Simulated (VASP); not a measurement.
# F in VASP: notebook

Aim: see how the results for F move with the level of theory and the settings. Levels: PBE, PBEsol, r2SCAN. Tasks: single point.

All numbers are computed with VASP 6.6.1; they aren't measurements. Logs are shortened: lines on timing, memory, paths and dates and some standing lists are left out, and cuts for length are marked.

## Step 1: The cell of the first run

The typed cell holds 4 atoms: a = 3.053 Å, b = 3.053 Å, c = 7.105 Å, α = 96.07°, β = 96.07°, γ = 62.14°.

## Step 2: Single point, PBE (strained and its atoms moved)

File INCAR:

```
PREC = Accurate
ENCUT = 520
EDIFF = 1E-6
ISMEAR = 0
SIGMA = 0.02
LREAL = F
LASPH = T
NELM = 100
ALGO = Normal
ISIF = 2
LWAVE = F
LCHARG = F
GGA = PE
NBANDS = 22
```

File KPOINTS:

```
Automatic mesh
0
Gamma
  10 10 4
```

File POSCAR:

```
F
1.0
    2.6128025000     -1.5757940000      0.1100000000
    2.6128025000      1.5757940000      0.1100000000
   -1.1734972192      0.0000000000      7.0073213870
F
4
Direct
    0.9517154889      0.6190727392      0.0966542549
    0.3804294407      0.0487823312      0.4033457451
    0.0487823312      0.3804294407      0.9033457451
    0.6190727392      0.9517154889      0.5966542549
```

Potentials or basis: VASP PAW PBE potentials, release 64 (F).

On the command line:

```
$ cat potpaw_PBE.64/F/POTCAR > POTCAR
$ mpirun -np 1 vasp_std > vasp.out
```

OUTCAR:

```text
PREC = Accurate
   ENCUT = 520
   EDIFF = 1E-6
   ISMEAR = 0
   LREAL = F
   LASPH = T
   NELM = 100
   ISIF = 2
   GGA = PE

 ion  position               nearest neighbor table
   1  0.952  0.619  0.097-   3 1.48
   2  0.380  0.049  0.403-   4 1.48
   3  0.049  0.380  0.903-   1 1.48
   4  0.619  0.952  0.597-   2 1.48

  LATTYP: Found a base centered monoclinic cell.
 ALAT       =     5.2302339925
 B/A-ratio  =     0.6025711287
 C/A-ratio  =     1.3584293090
 COS(beta)  =    -0.1235356414

  Lattice vectors:

 A1 = (   2.6128025000,  -1.5757940000,   0.1100000000)
 A2 = (   2.6128025000,   1.5757940000,   0.1100000000)
 A3 = (  -1.1734972192,   0.0000000000,   7.0073213870)

Analysis of symmetry for initial positions (statically):
=====================================================================
 Subroutine PRICEL returns:
 Original cell was already a primitive cell.

 Routine SETGRP: Setting up the symmetry group for a
 base centered monoclinic supercell.

 Subroutine GETGRP returns: Found  2 space group operations
 (whereof  1 operations were pure point group operations)
 out of a pool of  4 trial point group operations.

The static configuration has the point symmetry C_1 .
 The point group associated with its full space group is C_1h.

Analysis of symmetry for dynamics (positions and initial velocities):
=====================================================================
 Subroutine PRICEL returns:
 Original cell was already a primitive cell.

 Routine SETGRP: Setting up the symmetry group for a
 base centered monoclinic supercell.

 Subroutine GETGRP returns: Found  2 space group operations
 (whereof  1 operations were pure point group operations)
 out of a pool of  4 trial point group operations.

The dynamic configuration has the point symmetry C_1 .
 The point group associated with its full space group is C_1h.

 Subroutine INISYM returns: Found  2 space group operations
 (whereof  1 operations are pure point group operations),
 and found     1 'primitive' translations

----------------------------------------------------------------------------------------

                                     Primitive cell

  volume of cell :      58.1084

  direct lattice vectors                    reciprocal lattice vectors
     2.612802500 -1.575794000  0.110000000     0.190025638 -0.317300358  0.031823081
[... 88 lines left out ...]
   ENCUT  =  520.0 eV  38.22 Ry    6.18 a.u.   5.68  5.68 13.21*2*pi/ulx,y,z
   NELM   =    100;   NELMIN=  2; NELMDL= -5     # of ELM steps
   EDIFF  = 0.1E-05   stopping-criterion for ELM
   LREAL  =      F    real-space projection
   EDIFFG = 0.1E-04   stopping-criterion for IOM
   NSW    =      0    number of steps for IOM
   IBRION =     -1    ionic relax: 0-MD 1-quasi-New 2-CG
   NFREE  =      0    steps in history (QN), initial steepest desc. (CG)
   ISIF   =      2    stress and relaxation
   ISYM   =      2    0-nonsym 1-usesym 2-fastsym
   POTIM  = 0.5000    time-step for ionic-motion
   TEBEG  =    0.0;   TEEND  =   0.0 temperature during run
   PSTRESS=    0.0 pullay stress
   NELECT =      28.0000    total number of electrons
   NUPDOWN=      -1.0000    fix difference up-down
   EMIN   =  10.00;   EMAX   =-10.00  energy-range for DOS
   EFERMI =   0.00;   METHOD = LEGACY
   ISMEAR =     0;   SIGMA  =   0.02  broadening in eV -4-tet -1-fermi 0-gaus
   EFERMI_NEDOS =   21; number of points for ismear=-14 and -15
   IALGO  =     38    algorithm
   IMIX   =      4    mixing-type and parameters
     AMIX     =   0.40;   BMIX     =  1.00
     AMIX_MAG =   1.60;   BMIX_MAG =  1.00
  volume/ion in A,a.u.               =      14.53        98.03
  Fermi-wavevector in a.u.,A,eV,Ry     =   1.283456  2.425381 22.412333  1.647260
  Thomas-Fermi vector in A             =   2.415708
   LORBIT       =      0    0 simple, 1 ext, 2 COOP (PROOUT), +10 PAW based schemes
   GGA     = PE    functional components
   LHFCALC =     F    Hartree Fock is set to
   AEXX    =    0.0000 exact exchange contribution
   IVDW    =     0    specifies the selected vdW correction
   LEPSILON=     F    determine dielectric tensor
   LRPA    =     F    only Hartree local field effects (RPA)
 non-spin polarized calculation
 Gauss-broadening in eV      SIGMA  =   0.02
  energy-cutoff  :      520.00
  volume of cell :       58.11
 maximum number of plane-waves:      1580
   NGX = 11   NGY = 11   NGZ = 27

 number of electron      28.0000004 magnetization

 Free energy of the ion-electron system (eV)
  ---------------------------------------------------
  ext. energy  EPLUGINS =         0.00000000
  ---------------------------------------------------
  free energy    TOTEN  =        -7.16675709 eV

  energy without entropy =       -7.16675709  energy(sigma->0) =       -7.16675709

 E-fermi :  -4.6712     XC(G=0):  -8.1093

 val. band max:       -4.8752968904   @ k =   0.5000  -0.0000   0.5000
 cond. band min:      -2.8808045542   @ k =   0.0000   0.0000   0.0000
 fundamental gap:      1.9944923361
 Fermi energy:        -4.6712343345

 k-point     1 :       0.0000    0.0000    0.0000
  band No.  band energies     occupation
      1     -29.0308      2.00000
      2     -28.8902      2.00000
      3     -23.8651      2.00000
      4     -23.5071      2.00000
      5     -11.1387      2.00000
      6     -10.2827      2.00000
[... 589 lines left out ...]
     21      13.3302      0.00000
     22      14.8113      0.00000

 [... further k-points ...]

------------------------ aborting loop because EDIFF is reached ----------------------------------------

  FORCE on cell =-STRESS in cart. coord.  units (eV):
  Direction    XX          YY          ZZ          XY          YZ          ZX
  --------------------------------------------------------------------------------------
  -------------------------------------------------------------------------------------
  Total        0.4383906     -0.1310030     -3.4425785      0.0000000      0.0000000     -0.4009319
  in kB       12.0873906     -3.6120412    -94.9194363      0.0000000      0.0000000    -11.0545710
  external PRESSURE =     -28.8146957 kB  Pullay stress =       0.0000000 kB

 VOLUME and BASIS-vectors are now :
 -----------------------------------------------------------------------------
  energy-cutoff  :      520.00
  volume of cell :       58.11
      direct lattice vectors                 reciprocal lattice vectors
     2.612802500 -1.575794000  0.110000000     0.190025638 -0.317300358  0.031823081
     2.612802500  1.575794000  0.110000000     0.190025638  0.317300358  0.031823081
    -1.173497219  0.000000000  7.007321387    -0.005965994  0.000000000  0.141708774

 POSITION                                       TOTAL-FORCE (eV/Angst)
 -----------------------------------------------------------------------------------
      3.99074     -0.52418      0.85007        -0.198129     -0.532340     -1.259640
      0.64812     -0.52261      2.87359         0.198129     -0.532493      1.259640
      0.06137      0.52261      6.37725         0.198129      0.532493      1.259640
      3.40399      0.52418      4.35373        -0.198129      0.532340     -1.259640
 -----------------------------------------------------------------------------------
    total drift:                               -0.000046      0.000000     -0.000001

  FREE ENERGIE OF THE ION-ELECTRON SYSTEM (eV)
  ---------------------------------------------------
  free  energy   TOTEN  =        -7.1667570895 eV

  energy  without entropy=       -7.1667570895  energy(sigma->0) =       -7.16675709
```

stdout:

```text
POSCAR found type information on POSCAR F
 POSCAR found :  1 types and       4 ions
 scaLAPACK will be used
 LDA part: xc-table for (Slater+PW92), standard interpolation
 POSCAR, INCAR and KPOINTS ok, starting setup
 FFT: planning ... GRIDC
 FFT: planning ... GRID_SOFT
 FFT: planning ... GRID
 WAVECAR not read
 entering main loop
```

Run time: 45 s. Hardware: 1 thread of Intel Xeon 6975P-C (Granite Rapids), shared host; peak memory 0.23 GiB.

What came out:

```
Free energy            : -7.1668 eV
Pressure               : -2.9 GPa
Largest force          : 1.382 eV/Å
Band gap on the k mesh : 1.99 eV (least direct gap 2.01 eV)
```

Forces in eV/Å, atoms in the order of the input:
```
F   -0.198 -0.532 -1.260
F    0.198 -0.532  1.260
F    0.198  0.532  1.260
F   -0.198  0.532 -1.260
```

Stress tensor (GPa, compression positive):
```
 1.21  0.00 -1.11
 0.00 -0.36  0.00
-1.11  0.00 -9.49
```

Caveat: the cell differs from its parent crystal (strained and its atoms moved); forces of over 1 eV/Å act on the atoms, so gaps and moduli don't describe the material at rest.

## Step 3: Single point, PBEsol (strained)

File INCAR:

```
SYSTEM = F
PREC = Accurate
ENCUT = 520
EDIFF = 1E-6
ISMEAR = 0
SIGMA = 0.02
LREAL = .False.
LASPH = .True.
NELM = 60
ALGO = Normal
ISIF = 2
LWAVE = .False.
LCHARG = .False.
GGA = PS
NBANDS = 22
```

File KPOINTS:

```
Automatic mesh
0
Gamma
  10 10 4
  0 0 0
```

File POSCAR:

```
F
1.0
    2.9580650000     -1.7041076000     -0.1650000000
    2.9580650000      1.7041076000     -0.1650000000
   -2.0778203152      0.0000000000      7.1357436942
F
4
Direct
    0.9451618006      0.6204813374      0.0893804190
    0.3795186626      0.0548381994      0.4106195810
    0.0548381994      0.3795186626      0.9106195810
    0.6204813374      0.9451618006      0.5893804190
```

Potentials or basis: VASP PAW PBE potentials, release 64 (F).

On the command line:

```
$ cat potpaw_PBE.64/F/POTCAR > POTCAR
$ mpirun -np 1 vasp_std > vasp.out
```

Wall time 78 s (1 thread of Intel Xeon 6975P-C (Granite Rapids), shared host); peak memory 0.26 GiB.

The run converged. Its results:

```yaml
Free_energy: -7.7664 eV
Pressure: 1.5 GPa
Largest_force: 0.870 eV/Å
Band_gap_on_the_k_mesh: 3.12 eV (least direct gap 3.13 eV)
```

Forces on the atoms (eV/Å):
```
F   -0.002  0.348  0.797
F    0.002  0.348 -0.797
F    0.002 -0.348 -0.797
F   -0.002 -0.348  0.797
```

Stress tensor (GPa, compression positive):
```
-0.39  0.00  0.20
 0.00  0.65  0.00
 0.20  0.00  4.16
```

Levels at points of the mesh, in eV from the valence-band top:
```tsv
k point	band 10	band 11	band 12	band 13	band 14	band 15	band 16	band 17	band 18	band 19
(0.00, 0.00, 0.00)	-3.53	-0.29	-0.27	-0.21	-0.01	3.12	3.91	8.75	11.25	12.05
(0.50, 0.00, 0.00)	-3.74	-0.34	-0.30	-0.14	-0.14	3.59	3.60	12.87	13.15	14.13
(0.50, 0.50, 0.00)	-3.61	-0.54	-0.36	-0.33	-0.09	3.55	3.63	13.16	13.58	13.87
(0.00, 0.00, 0.50)	-3.59	-0.28	-0.28	-0.12	-0.12	3.49	3.49	9.61	9.61	14.64
(0.50, 0.00, 0.50)	-3.66	-0.42	-0.32	-0.14	0.00	3.42	3.74	13.03	13.28	13.60
(0.50, 0.50, 0.50)	-3.69	-0.38	-0.38	-0.29	-0.29	3.61	3.61	12.93	12.93	15.23
```

Caveat: the cell differs from its parent crystal (strained); this functional lacks dispersion, which holds the molecules together, so the pressure and a relaxed volume are unreliable; the PAW data sets were made with another functional, which shifts forces and pressure a little. A k mesh can miss the band edges.

## Step 4: Single point, PBE (strained)

File INCAR:

```
SYSTEM = F
ALGO     = Normal         ! electronic algorithm
EDIFF    = 1E-6           ! SCF threshold, eV
ENCUT    = 520            ! plane-wave cutoff, eV
GGA      = PE             ! functional
ISIF     = 2              ! what is computed and relaxed
ISMEAR   = 0              ! smearing method
LASPH    = .TRUE.         ! aspherical terms in the spheres
LCHARG   = .FALSE.        ! write CHGCAR
LREAL    = .FALSE.        ! projectors in reciprocal space
LWAVE    = .FALSE.        ! write WAVECAR
NBANDS   = 22             ! bands
NELM     = 80             ! most SCF steps
PREC     = Accurate       ! precision mode
SIGMA    = 0.02           ! smearing width, eV
```

File KPOINTS:

```
k-points
0
G
  10 10 4
  0 0 0
```

File POSCAR:

```
F
1.0
    2.8763900000     -1.7105036000     -0.0074525000
    2.8763900000      1.7105036000     -0.0074525000
   -1.6245411481      0.0000000000      7.2235944184
F
4
Direct
    1.0508136344      0.5918226207      0.1100720004
    0.4081773793     -0.0508136344      0.3899279996
   -0.0508136344      0.4081773793      0.8899279996
    0.5918226207      1.0508136344      0.6100720004
```

On the command line:

```
$ cat potpaw_PBE.64/F/POTCAR > POTCAR
$ mpirun -np 1 vasp_std > vasp.out
```

Wall time 70 s (1 thread of Intel Xeon 6975P-C (Granite Rapids), shared host); peak memory 0.26 GiB.

The run converged. Its results:

```
Free energy            : -6.1378 eV
Pressure               : -9.8 GPa
Largest force          : 3.675 eV/Å
Band gap on the k mesh : 0.58 eV
```

Forces in eV/Å, atoms in the order of the input:
```
F   -1.173 -0.317 -3.468
F    1.173 -0.317  3.468
F    1.173  0.317  3.468
F   -1.173  0.317 -3.468
```

Stress tensor (GPa, compression positive):
```
 -2.55   0.00  -8.01
  0.00  -0.46   0.00
 -8.01   0.00 -26.36
```

Levels at points of the mesh, in eV from the valence-band top:
```
           k point  band 10  band 11  band 12  band 13  band 14  band 15  band 16  band 17  band 18  band 19
(0.00, 0.00, 0.00)    -1.61    -0.31    -0.16    -0.10    -0.07     0.58     1.66     9.62    12.05    12.78
(0.50, 0.00, 0.00)    -1.84    -0.48    -0.44    -0.25    -0.22     1.23     1.23    13.96    14.06    15.84
(0.50, 0.50, 0.00)    -1.74    -0.56    -0.40    -0.25     0.00     0.86     1.52    14.30    14.52    14.58
(0.00, 0.00, 0.50)    -1.72    -0.20    -0.20    -0.12    -0.12     1.15     1.15    10.39    10.39    15.38
(0.50, 0.00, 0.50)    -1.71    -0.71    -0.37    -0.16    -0.10     0.77     1.60    14.08    14.49    14.85
(0.50, 0.50, 0.50)    -1.92    -0.52    -0.52    -0.17    -0.17     1.26     1.26    14.17    14.17    15.59
```

Caveat: the cell differs from its parent crystal (strained); the cell stands under tension; forces of over 1 eV/Å act on the atoms, so gaps and moduli don't describe the material at rest. A k mesh can miss the band edges.

## Step 5: Single point, r2SCAN (strained)

File POSCAR:

```
F
1.0
    2.9071075000     -1.6940708000      0.0016500000
    2.9071075000      1.6940708000      0.0016500000
   -1.6181287196      0.0000000000      7.2669771111
F
4
Direct
    0.9645498198      0.5824936659      0.0876863693
    0.4175063341      0.0354501802      0.4123136307
    0.0354501802      0.4175063341      0.9123136307
    0.5824936659      0.9645498198      0.5876863693
```

File INCAR.step1:

```
SYSTEM = F
PREC = Accurate
ENCUT = 520
ISMEAR = 0
SIGMA = 0.02
LREAL = .False.
LASPH = .True.
NELM = 80
NBANDS = 22
GGA = PE
ALGO = Normal
EDIFF = 1E-4
LWAVE = .True.
LCHARG = .False.
```

File INCAR.step2:

```
SYSTEM = F
PREC = Accurate
ENCUT = 520
EDIFF = 1E-6
ISMEAR = 0
SIGMA = 0.02
LREAL = .False.
LASPH = .True.
NELM = 80
ALGO = Normal
ISIF = 2
LWAVE = .False.
LCHARG = .False.
METAGGA = R2SCAN
LMIXTAU = .True.
NBANDS = 22
ISTART = 1
```

File KPOINTS:

```
regular mesh
0
Gamma
  10 10 4
  0 0 0
```

On the command line:

```
$ cat potpaw_PBE.64/F/POTCAR > POTCAR
$ cp INCAR.step1 INCAR
$ mpirun -np 1 vasp_std > vasp.out
$ cp INCAR.step2 INCAR
$ mpirun -np 1 vasp_std > vasp.out
```

Wall time 4.6 min (1 thread of Intel Xeon 6975P-C (Granite Rapids), shared host); peak memory 0.27 GiB.

Results (log left out):

| Property | Result |
| --- | --- |
| Free energy | -12.1632 eV |
| Pressure | 6.3 GPa |
| Largest force | 3.692 eV/Å |
| Band gap on the k mesh | 4.79 eV |

Forces on the atoms (eV/Å):
```
F   -0.033  1.111  3.521
F    0.033  1.111 -3.521
F    0.033 -1.111 -3.521
F   -0.033 -1.111  3.521
```

Stress tensor (GPa, compression positive):
```
-1.06  0.00 -0.15
 0.00  0.89  0.00
-0.15  0.00 19.03
```

Levels at points of the mesh, in eV from the valence-band top:
```tsv
k point	band 10	band 11	band 12	band 13	band 14	band 15	band 16	band 17	band 18	band 19
(0.00, 0.00, 0.00)	-4.16	-0.18	-0.08	-0.07	0.00	4.79	5.82	9.52	11.70	12.87
(0.50, 0.00, 0.00)	-4.32	-0.34	-0.33	-0.10	-0.10	5.43	5.43	13.74	13.89	15.44
(0.50, 0.50, 0.00)	-4.25	-0.49	-0.27	-0.26	-0.06	5.24	5.64	13.67	14.59	14.69
(0.00, 0.00, 0.50)	-4.19	-0.13	-0.13	-0.04	-0.04	5.26	5.26	10.38	10.38	15.08
(0.50, 0.00, 0.50)	-4.26	-0.40	-0.25	-0.18	0.00	5.31	5.53	13.95	14.26	14.54
(0.50, 0.50, 0.50)	-4.31	-0.36	-0.36	-0.18	-0.18	5.45	5.45	13.83	13.83	15.64
```

Caveat: the cell differs from its parent crystal (strained); the cell stands under pressure; the PAW data sets were made with another functional, which shifts forces and pressure a little. A k mesh can miss the band edges.

## Step 6: Single point, PBE (one atom moved)

File INCAR:

```
  ALGO = Normal
  EDIFF = 1E-6
  ENCUT = 520
  GGA = PE
  ISIF = 2
  ISMEAR = 0
  LASPH = T
  LCHARG = F
  LREAL = F
  LWAVE = F
  NBANDS = 22
  NELM = 80
  PREC = Accurate
  SIGMA = 0.02
```

File KPOINTS:

```
k-points
0
Gamma
  10 10 4
```

File POSCAR:

```
F
1.0
    2.7500000000     -1.6400000000      0.0000000000
    2.7500000000      1.6400000000      0.0000000000
   -1.5347200000      0.0000000000      7.1163900000
F
4
Direct
    0.9752718419      0.5859669639      0.0994372263
    0.3980000000      0.0320000000      0.4003000000
    0.0320000000      0.3980000000      0.9003000000
    0.6020000000      0.9680000000      0.5997000000
```

Potentials or basis: VASP PAW PBE potentials, release 64 (F).

On the command line:

```
$ cat potpaw_PBE.64/F/POTCAR > POTCAR
$ mpirun -np 1 vasp_std > vasp.out
```

Run time: 70 s. Hardware: 1 thread of Intel Xeon 6975P-C (Granite Rapids), shared host; peak memory 0.3 GiB.

It converged, with:

```yaml
Free_energy: -7.2039 eV
Pressure: -3.6 GPa
Largest_force: 1.661 eV/Å
Band_gap_on_the_k_mesh: 1.98 eV
```

Forces in eV/Å, atoms in the order of the input:
```
F   -0.071 -0.368 -1.293
F    0.112 -0.500  1.579
F    0.071  0.368  1.294
F   -0.112  0.501 -1.580
```

Stress tensor (GPa, compression positive):
```
  0.29   0.05  -0.47
  0.05  -0.72   0.47
 -0.47   0.47 -10.39
```

Levels at points of the mesh, in eV from the valence-band top:
```csv
k point,band 12,band 13,band 14,band 15,band 16,band 17
"(0.00, 0.00, 0.00)",-0.17,-0.10,0.00,1.98,2.97,9.38
"(0.50, 0.00, 0.00)",-0.54,-0.18,-0.15,2.51,2.66,13.88
"(0.00, 0.50, 0.00)",-0.54,-0.20,-0.14,2.51,2.66,13.91
"(0.50, 0.50, 0.00)",-0.42,-0.41,-0.10,2.43,2.72,14.20
"(0.00, 0.00, 0.50)",-0.19,-0.09,-0.07,2.40,2.55,10.15
"(0.50, 0.00, 0.50)",-0.36,-0.29,0.00,2.36,2.75,14.17
"(0.00, 0.50, 0.50)",-0.37,-0.31,-0.01,2.40,2.72,14.18
"(0.50, 0.50, 0.50)",-0.58,-0.29,-0.26,2.52,2.68,14.17
```

Caveat: the cell differs from its parent crystal (one atom moved); the cell stands under tension; forces of over 1 eV/Å act on the atoms, so gaps and moduli don't describe the material at rest. A k mesh can miss the band edges.

## Step 7: Summary

| level | cell | gap on the mesh (eV) | pressure (GPa) | largest force (eV/Å) |
| --- | --- | --- | --- | --- |
| PBE | a = 3.053, b = 3.053, c = 7.105 Å, angles 96.1, 96.1, 62.1°, 4 atoms, atomic positions A | 1.99 | -2.9 | 1.38 |
| PBEsol | a = 3.418, b = 3.418, c = 7.432 Å, angles 106.8, 106.8, 59.8°, 4 atoms, atomic positions B | 3.12 | 1.5 | 0.87 |
| PBE | a = 3.347, b = 3.347, c = 7.404 Å, angles 101.0, 101.0, 61.5°, 4 atoms, atomic positions C | 0.58 | -9.8 | 3.67 |
| r2SCAN | a = 3.365, b = 3.365, c = 7.445 Å, angles 100.8, 100.8, 60.5°, 4 atoms, atomic positions D | 4.79 | 6.3 | 3.69 |
| PBE | a = 3.202, b = 3.202, c = 7.280 Å, angles 100.4, 100.4, 61.6°, 4 atoms, atomic positions E | 1.98 | -3.6 | 1.66 |

Alike in all rows: task single point; potentials or basis VASP PAW PBE potentials, release 64 (F); no spin polarisation; k mesh 10 × 10 × 4; cutoff (eV) 520; smearing gaussian 0.02 eV.

Caveats: forces of over 1 eV/Å act on the atoms, so gaps and moduli don't describe the material at rest (at least some runs); the PAW data sets were made with another functional, which shifts forces and pressure a little (at least some runs); the cell stands under tension (at least some runs); this functional lacks dispersion, which holds the molecules together, so the pressure and a relaxed volume are unreliable (at least some runs); the cell stands under pressure (at least some runs).

Total energies depend on the potentials used, so only differences within one code and one set of settings carry meaning.
